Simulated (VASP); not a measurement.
Write the native input for VASP 6.6.1 that does the following.

```yaml
Task: single point
Functional: PBEsol
Potentials_or_basis: VASP PAW PBE potentials, release 64 (Al, N)
Cutoff: 520 eV
k_mesh: 10 × 10 × 6
Occupations: fermi-dirac, width 0.05 eV
Spin: no spin polarisation
Dipole_correction: no
Further_INCAR_settings: ALGO = Normal; EDIFF = 1e-06; NBANDS = 16
```

The structure of AlN lies in POSCAR:

```
AlN
1.0
    3.1137912820      0.0000000000      0.0000000000
   -1.5568956410      2.6966223523      0.0000000000
    0.0000000000      0.0000000000      4.9834287692
Al N
2 2
Direct
    0.6666666667      0.3333333333      0.4990046824
    0.3333333333      0.6666666667     -0.0009953176
    0.6666666667      0.3333333333      0.8809953176
    0.3333333333      0.6666666667      0.3809953176
```

The input as run:

INCAR

```
SYSTEM = AlN
PREC = Accurate
ENCUT = 520
EDIFF = 1E-6
ISMEAR = -1
SIGMA = 0.05
LREAL = .False.
LASPH = .True.
NELM = 100
ALGO = Normal
ISIF = 2
LWAVE = .False.
LCHARG = .False.
GGA = PS
NBANDS = 16
```

KPOINTS

```
regular mesh
0
Gamma
  10 10 6
  0 0 0
```

Potentials or basis: VASP PAW PBE potentials, release 64 (Al, N).

Command:

```console
$ cat potpaw_PBE.64/Al/POTCAR potpaw_PBE.64/N/POTCAR > POTCAR
$ mpirun -np 1 vasp_std > vasp.out
```

It gave:

* Pressure: -0.1 GPa
* Band gap on the k mesh: 4.11 eV, direct

Caveat: the PAW data sets were made with another functional, which shifts forces and pressure a little.

It took 26 s on 1 thread of Intel(R) Xeon(R) Platinum 8488C (Sapphire Rapids), with other jobs on the host, peak memory 0.17 GiB.
